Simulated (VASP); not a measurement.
Here is a VASP 6.6.1 calculation.

Contents of INCAR:

```
PREC     = Accurate       # precision mode
ENCUT    = 600            # plane-wave cutoff, eV
EDIFF    = 1E-6           # SCF threshold, eV
ISMEAR   = 0              # smearing method
SIGMA    = 0.02           # smearing width, eV
LREAL    = F              # projectors in reciprocal space
LASPH    = T              # aspherical terms in the spheres
NELM     = 80             # most SCF steps
ALGO     = Normal         # electronic algorithm
ISIF     = 4              # what is computed and relaxed
LWAVE    = F              # write WAVECAR
LCHARG   = F              # write CHGCAR
IBRION   = 2              # ionic algorithm
NSW      = 50             # ionic steps
EDIFFG   = -0.01          # ionic threshold
```

The input KPOINTS:

```
regular mesh
0
Gamma
  6 6 4
```

File POSCAR:

```
SiO2
1.0
    4.9894490422      0.0000000000      0.0000000000
    0.0000000000      4.9894490422      0.0000000000
    0.0000000000      0.0000000000      6.9275224566
Si O
4 8
Direct
    0.8048597421      0.8048597421      0.5000000000
    0.6951402579      0.3048597421      0.2500000000
    0.1951402579      0.1951402579      0.0000000000
    0.3048597421      0.6951402579      0.7500000000
    0.2628906955      0.3857667419      0.8162028578
    0.1142332581      0.7628906955      0.5662028578
    0.7371093045      0.6142332581      0.3162028578
    0.8857667419      0.2371093045      0.0662028578
    0.7628906955      0.1142332581      0.4337971422
    0.6142332581      0.7371093045      0.6837971422
    0.2371093045      0.8857667419      0.9337971422
    0.3857667419      0.2628906955      0.1837971422
```

Potentials or basis: VASP PAW LDA potentials, release 64 (Si, O).

Launch:

```sh
$ cat potpaw_LDA.64/Si/POTCAR potpaw_LDA.64/O/POTCAR > POTCAR
$ mpirun -np 1 vasp_std > vasp.out
```

Task: Estimate the band gap on the k mesh.

Result: 5.50 eV.

The path:
```
step  energy change (eV)  largest force (eV/Å)  pressure (GPa)  volume (Å³)
   1              0.0000                0.3052           -4.64       172.46
   2             -0.0289                0.1891           -3.47       172.46
   3             -0.0465                0.1647           -1.66       172.46
   4             -0.0561                0.1614           -1.21       172.46
   5             -0.0600                0.1599           -0.70       172.46
   6             -0.0595                0.1980           -0.42       172.46
   7             -0.0616                0.0231           -0.57       172.46
   8             -0.0618                0.0201           -0.54       172.46
   9             -0.0622                0.0124           -0.46       172.46
  10             -0.0623                0.0146           -0.29       172.46
  11             -0.0624                0.0105           -0.33       172.46
  12             -0.0624                0.0114           -0.35       172.46
  13             -0.0624                0.0140           -0.36       172.46
  14             -0.0624                0.0072           -0.37       172.46
```

A k mesh can miss the band edges.
